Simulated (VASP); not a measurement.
Nb2Si2O, 5 atoms in the cell. It takes space group I4/mmm (No. 139, tetragonal). The conventional cell has a = 3.717 Å, b = 3.717 Å, c = 10.181 Å, α = 90.00°, β = 90.00°, γ = 90.00°. Nb (site symmetry -4m2) has 4 Si at 2.25 Å and 4 Nb at 2.63 Å within 3.0 Å. Within 3.0 Å of Si (site symmetry 4mm) lie 4 Nb at 2.25 Å and 1 Si at 2.55 Å and 4 O at 2.92 Å. Within 3.9 Å of O (site symmetry 4/mmm) lie 10 Si at 2.92 to 3.82 Å and 8 Nb at 3.15 Å and 4 O at 3.72 Å. The cell was built from a structure type or drawn by symmetry, and may not be a known phase.

- Program: VASP 6.6.1
- Task: relaxation of cell and atoms
- Functional: PBE
- Potentials or basis: VASP PAW PBE potentials, release 64 (Nb_sv, Si, O)
- Cutoff: 600 eV
- k mesh: 6 × 6 × 6
- Occupations: gaussian, width 0.1 eV
- Spin: no spin polarisation
- Dipole correction: no
- Further INCAR settings: ALGO = Normal; EDIFF = 1e-07; IBRION = 2; EDIFFG = -0.04; NSW = 90; ISIF = 3

Potentials or basis: VASP PAW PBE potentials, release 64 (Nb_sv, Si, O).

Command:

```bash
$ cat potpaw_PBE.64/Nb_sv/POTCAR potpaw_PBE.64/Si/POTCAR potpaw_PBE.64/O/POTCAR > POTCAR
$ mpirun -np 1 vasp_std > vasp.out
```

Hardware: 1 thread of Intel(R) Xeon(R) 6975P-C (Granite Rapids), with other jobs on the host.

Task: How long does it take, and how much memory?

Result: Wall time 41 min on 1 thread of Intel(R) Xeon(R) 6975P-C (Granite Rapids), on a shared host, peak memory 0.42 GiB. Counts: scf iterations 403, k points 30, ion steps 35.
